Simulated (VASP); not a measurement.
# Ta3N: relaxation of cell and atoms with PBE

The system is Ta3N.

```
Ta N
1.0
     3.03222    0.00000    0.00000
    -1.51611    2.62598    0.00000
     0.00000    0.00000    7.52414
Ta N
3 1
Direct
  0.00000 0.00000 0.50000
  0.33333 0.66667 0.17393
  0.66667 0.33333 0.82607
  0.00000 0.00000 0.00000
```

```
Program                : VASP 6.6.1
Task                   : relaxation of cell and atoms
Functional             : PBE
Potentials or basis    : VASP PAW PBE potentials, release 64 (Ta_pv, N)
Cutoff                 : 600 eV
k mesh                 : 18 × 18 × 6
Occupations            : gaussian, width 0.1 eV
Spin                   : no spin polarisation
Dipole correction      : no
Further INCAR settings : ALGO = Normal; EDIFF = 1e-07; IBRION = 2; EDIFFG = -0.01; NSW = 100; ISIF = 3
```

* Relaxed volume: 14.95 Å³/atom
* Relaxed cell: a = 3.021 Å, b = 3.021 Å, c = 7.567 Å, α = 90.00°, β = 90.00°, γ = 120.00°
* Space group after relaxing (to 0.1 Å): P-3m1 (No. 164)
* Energy gained by relaxing: 0.3 meV/atom
* Ionic steps: 9
* Pressure after relaxing: 0.0 GPa
* Largest force after relaxing: 0.003 eV/Å
* Band gap on the k mesh: zero (bands 19 and 20 overlap by 0.69 eV)

Forces on the atoms (eV/Å):
```
Ta   0.000  0.000  0.000
Ta   0.000  0.000 -0.003
Ta   0.000  0.000  0.003
N    0.000  0.000  0.000
```

The path:
```
step  energy change (eV)  largest force (eV/Å)  pressure (GPa)  volume (Å³)
   1              0.0000                0.0661           -0.40        59.91
   2             -0.0002                0.0564            1.07        59.58
   3             -0.0006                0.0011            0.38        59.74
   4             -0.0011                0.0463           -0.09        59.86
   5             -0.0011                0.0399           -0.03        59.84
   6             -0.0012                0.0215           -0.06        59.84
   7             -0.0013                0.0059           -0.10        59.83
   8             -0.0013                0.0031            0.29        59.73
   9             -0.0013                0.0033            0.01        59.80
```

Final structure:
```
CELL_PARAMETERS angstrom
3.02084 0.00000 0.00000
-1.51042 2.61612 0.00000
0.00000 0.00000 7.56678
ATOMIC_POSITIONS crystal
Ta 0.00000 0.00000 0.50000
Ta 0.33333 0.66667 0.17404
Ta 0.66667 0.33333 0.82596
N 0.00000 0.00000 0.00000
```

Levels at points of the mesh, in eV from the Fermi level:
```
           k point  band 16  band 17  band 18  band 19  band 20  band 21  band 22  band 23
(0.00, 0.00, 0.00)    -1.43    -0.42    -0.42    -0.38     0.32     0.32     0.90     1.85
(0.50, 0.00, 0.00)    -3.12    -1.16    -0.52     0.11     0.75     0.89     3.57     3.99
(0.00, 0.00, 0.50)    -1.29    -1.16    -0.23    -0.23     0.57     0.57     1.17     1.31
(0.50, 0.00, 0.50)    -2.91    -1.31    -1.27     0.17     0.88     1.32     2.43     4.47
```

Run time: 19 min on 1 thread of Intel(R) Xeon(R) Platinum 8259CL CPU @ 2.50GHz (Skylake/Cascade Lake), on a shared host, peak memory 0.42 GiB.

Caveat: spin-orbit coupling is left out, which moves the levels of the heavy elements.
